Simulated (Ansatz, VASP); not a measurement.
Mg2Si3N in VASP and in Ansatz

```
Mg Si N
1.0
     3.84736    0.00000    0.00000
    -1.92368    3.33191    0.00000
     0.00000    0.00000    7.65831
Mg Si N
2 3 1
Direct
  0.66667 0.33333 0.73292
  0.66667 0.33333 0.26708
  0.00000 0.00000 0.00000
  0.33333 0.66667 0.50000
  0.33333 0.66667 0.00000
  0.00000 0.00000 0.50000
```

Change from the starting cell: species swapped into the Sr2AlGa3 type (P-6m2, No. 187).

Alike in both runs: functional PBE; k mesh 12 × 12 × 6; occupations gaussian, width 0.1 eV; no spin polarisation.

Ansatz relaxed the structure, and its values are those at the end. VASP's run is a single point on that final structure, the one shown.

|  | VASP | Ansatz |
| --- | --- | --- |
| version | VASP 6.6.1 | Ansatz 0.2.0 |
| potentials or method | VASP PAW PBE potentials, release 64 (Mg, Si, N), cutoff 520 eV | scalar-relativistic, plane waves, PAW |
| valence electrons in the cell | 21 | 37 |

Ansatz gave:

- gap on the k mesh at the Fermi level (eV): none
- pressure (GPa): 0.0

What did VASP give for the same quantities?

gap on the k mesh at the Fermi level (eV): none; pressure (GPa): -0.2.

A gap of «none» marks a metal or a gap that the smearing closes. The functional is the same, so the differences come from potentials, cutoffs and numerics. VASP's potentials hold 21 valence electrons a cell and Ansatz's 37, so a difference there can come from the potentials and not from the codes.
